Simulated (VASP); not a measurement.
# K in VASP: single point with PBE

Aim: the single point of K with PBE.

Everything below comes from runs of VASP 6.6.1. Logs are shortened: lines on timing, memory, paths and dates and some standing lists are left out, and cuts for length are marked.

### Step 1. The cell of the first run

The cell holds a slab with vacuum, 8 atoms: a = 4.768 Å, b = 4.768 Å, c = 45.474 Å, α = 90.00°, β = 90.00°, γ = 120.00°.

### Step 2. Single point, PBE

The input, INCAR:

```
ALGO = Normal
DIPOL = 0.5 0.5 0.500
EDIFF = 1E-6
ENCUT = 520
GGA = PE
IDIPOL = 3
ISIF = 2
ISMEAR = 0
LASPH = T
LCHARG = F
LDIPOL = T
LREAL = F
LWAVE = F
NBANDS = 46
NELM = 100
PREC = Accurate
SIGMA = 0.1
```

The input, KPOINTS:

```
k-points
0
Gamma
  6 6 1
```

The input, POSCAR:

```
K
1.0
    4.7684341284      0.0000000029      0.0000000000
   -2.3842170667      4.1295850900      0.0000000000
    0.0000000000      0.0000000000     45.4736024976
K
8
Direct
    0.6666666667      0.3333333333      0.1979170223
    0.0000000000      0.0000000000      0.2842264516
    0.3333333333      0.6666666667      0.3705358710
    0.0000000000      0.0000000000      0.4568452903
    0.6666666667      0.3333333333      0.5431547097
    0.0000000000      0.0000000000      0.6294641290
    0.3333333333      0.6666666667      0.7157735484
    0.0000000000      0.0000000000      0.8020829777
```

Potentials or basis: VASP PAW PBE potentials, release 64 (K_sv).

Started as:

```console
$ cat potpaw_PBE.64/K_sv/POTCAR > POTCAR
$ mpirun -np 1 vasp_std > vasp.out
```

OUTCAR:

```text
EDIFF = 1E-6
   ENCUT = 520
   GGA = PE
   ISIF = 2
   ISMEAR = 0
   LASPH = T
   LREAL = F
   NELM = 100
   PREC = Accurate

 ion  position               nearest neighbor table
   1  0.667  0.333  0.198-
   2  0.000  0.000  0.284-
   3  0.333  0.667  0.371-
   4  0.000  0.000  0.457-
   5  0.667  0.333  0.543-
   6  0.000  0.000  0.629-
   7  0.333  0.667  0.716-
   8  0.000  0.000  0.802-

  LATTYP: Found a hexagonal cell.
 ALAT       =     4.7684341284
 C/A-ratio  =     9.5363805545

  Lattice vectors:

 A1 = (   4.7684341284,   0.0000000029,   0.0000000000)
 A2 = (  -2.3842170667,   4.1295850900,   0.0000000000)
 A3 = (   0.0000000000,   0.0000000000,  45.4736024976)

Analysis of symmetry for initial positions (statically):
=====================================================================
 Subroutine PRICEL returns:
 Original cell was already a primitive cell.

 Routine SETGRP: Setting up the symmetry group for a
 hexagonal supercell.

 Subroutine GETGRP returns: Found  6 space group operations
 (whereof  6 operations were pure point group operations)
 out of a pool of 24 trial point group operations.

The static configuration has the point symmetry C_3v.

Analysis of symmetry for dynamics (positions and initial velocities):
=====================================================================
 Subroutine PRICEL returns:
 Original cell was already a primitive cell.

 Routine SETGRP: Setting up the symmetry group for a
 hexagonal supercell.

 Subroutine GETGRP returns: Found  6 space group operations
 (whereof  6 operations were pure point group operations)
 out of a pool of 24 trial point group operations.

The dynamic configuration has the point symmetry C_3v.

 Subroutine INISYM returns: Found  6 space group operations
 (whereof  6 operations are pure point group operations),
 and found     1 'primitive' translations

----------------------------------------------------------------------------------------

                                     Primitive cell

  volume of cell :     895.4505

[... 88 lines left out ...]
   ISIF   =      2    stress and relaxation
   ISYM   =      2    0-nonsym 1-usesym 2-fastsym
   POTIM  = 0.5000    time-step for ionic-motion
   TEBEG  =    0.0;   TEEND  =   0.0 temperature during run
   PSTRESS=    0.0 pullay stress
   NELECT =      72.0000    total number of electrons
   NUPDOWN=      -1.0000    fix difference up-down
   EMIN   =  10.00;   EMAX   =-10.00  energy-range for DOS
   EFERMI =   0.00;   METHOD = LEGACY
   ISMEAR =     0;   SIGMA  =   0.10  broadening in eV -4-tet -1-fermi 0-gaus
   EFERMI_NEDOS =   21; number of points for ismear=-14 and -15
   IALGO  =     38    algorithm
   IMIX   =      4    mixing-type and parameters
     AMIX     =   0.40;   BMIX     =  1.00
     AMIX_MAG =   1.60;   BMIX_MAG =  1.00
  volume/ion in A,a.u.               =     111.93       755.35
  Fermi-wavevector in a.u.,A,eV,Ry     =   0.706597  1.335275  6.793108  0.499279
  Thomas-Fermi vector in A             =   1.792420
   LORBIT       =      0    0 simple, 1 ext, 2 COOP (PROOUT), +10 PAW based schemes
   GGA     = PE    functional components
   LHFCALC =     F    Hartree Fock is set to
   AEXX    =    0.0000 exact exchange contribution
   IVDW    =     0    specifies the selected vdW correction
   LEPSILON=     F    determine dielectric tensor
   LRPA    =     F    only Hartree local field effects (RPA)
 non-spin polarized calculation
 Gauss-broadening in eV      SIGMA  =   0.10
  energy-cutoff  :      520.00
  volume of cell :      895.45
 maximum number of plane-waves:     24183
 NGX is ok and might be reduce to    36
   NGX = 17   NGY = 17   NGZ =169

 dipolmoment           0.000000      0.000000      0.000000 electrons x Angstroem

 number of electron      72.0000012 magnetization

 dipolmoment           0.000000      0.000000     -0.000006 electrons x Angstroem

 Free energy of the ion-electron system (eV)
  ---------------------------------------------------
  ext. energy  EPLUGINS =         0.00000000
  ---------------------------------------------------
  free energy    TOTEN  =        -8.09613972 eV

  energy without entropy =       -8.06607524  energy(sigma->0) =       -8.08110748

 E-fermi :  -0.8757     XC(G=0):  -4.1127

 val. band max:       -0.8973549865   @ k =   0.0000   0.0000   0.0000
 cond. band min:      -0.8630347562   @ k =   0.3333   0.1667   0.0000
 fundamental gap:      0.0343202303
 Fermi energy:        -0.8756580825

 k-point     1 :       0.0000    0.0000    0.0000
  band No.  band energies     occupation
      1     -33.2115      2.00000
      2     -33.2111      2.00000
      3     -33.0229      2.00000
      4     -33.0214      2.00000
      5     -32.9970      2.00000
      6     -32.9967      2.00000
[... 332 lines left out ...]
     45       0.6113      0.00000
     46       0.6600      0.00000

------------------------ aborting loop because EDIFF is reached ----------------------------------------

 vacuum level on the upper side and lower side of the slab       (xc-potential included)        -0.223        -0.221

  FORCE on cell =-STRESS in cart. coord.  units (eV):
  Direction    XX          YY          ZZ          XY          YZ          ZX
  --------------------------------------------------------------------------------------
  -------------------------------------------------------------------------------------
  Total       -0.5124839     -0.5124839     -0.8924918     -0.0000000      0.0000000      0.0000000
  in kB       -0.9169576     -0.9169576     -1.5968836     -0.0000000      0.0000000      0.0000000
  external PRESSURE =      -1.1435996 kB  Pullay stress =       0.0000000 kB

 VOLUME and BASIS-vectors are now :
 -----------------------------------------------------------------------------
  energy-cutoff  :      520.00
  volume of cell :      895.45
      direct lattice vectors                 reciprocal lattice vectors
     4.768434128  0.000000003  0.000000000     0.209712449  0.121077539  0.000000000
    -2.384217067  4.129585090  0.000000000    -0.000000000  0.242155078  0.000000000
     0.000000000  0.000000000 45.473602498     0.000000000  0.000000000  0.021990780

 POSITION                                       TOTAL-FORCE (eV/Angst)
 -----------------------------------------------------------------------------------
      2.38422      1.37653      9.00000         0.000000     -0.000000      0.028541
      0.00000      0.00000     12.92480         0.000000      0.000000      0.011359
     -0.00000      2.75306     16.84960         0.000000     -0.000000     -0.017680
      0.00000      0.00000     20.77440         0.000000      0.000000      0.010371
      2.38422      1.37653     24.69920        -0.000000     -0.000000     -0.010391
      0.00000      0.00000     28.62400         0.000000      0.000000      0.017725
     -0.00000      2.75306     32.54880        -0.000000      0.000000     -0.011167
      0.00000      0.00000     36.47360         0.000000      0.000000     -0.028758
 -----------------------------------------------------------------------------------
    total drift:                               -0.000000      0.000000      0.000001

  FREE ENERGIE OF THE ION-ELECTRON SYSTEM (eV)
  ---------------------------------------------------
  free  energy   TOTEN  =        -8.0961397168 eV

  energy  without entropy=       -8.0660752395  energy(sigma->0) =       -8.08110748

 vacuum level on the upper side and lower side of the slab         1.335         1.332
```

stdout:

```text
POSCAR found type information on POSCAR K
 POSCAR found :  1 types and       8 ions
 scaLAPACK will be used
 LDA part: xc-table for (Slater+PW92), standard interpolation
 POSCAR, INCAR and KPOINTS ok, starting setup
 FFT: planning ... GRIDC
 FFT: planning ... GRID_SOFT
 FFT: planning ... GRID
 WAVECAR not read
 entering main loop
```

Run time: 15 min. Hardware: 1 thread of Intel Xeon Platinum 8488C (Sapphire Rapids), shared host; peak memory 0.95 GiB.

Results:

```
Free energy            : -8.0961 eV
Largest force          : 0.029 eV/Å
Band gap on the k mesh : zero (bands 36 and 37 overlap by 2.14 eV)
```

Forces on the atoms (eV/Å):
```
K    0.000  0.000  0.029
K    0.000  0.000  0.011
K    0.000  0.000 -0.018
K    0.000  0.000  0.010
K    0.000  0.000 -0.010
K    0.000  0.000  0.018
K    0.000  0.000 -0.011
K    0.000  0.000 -0.029
```
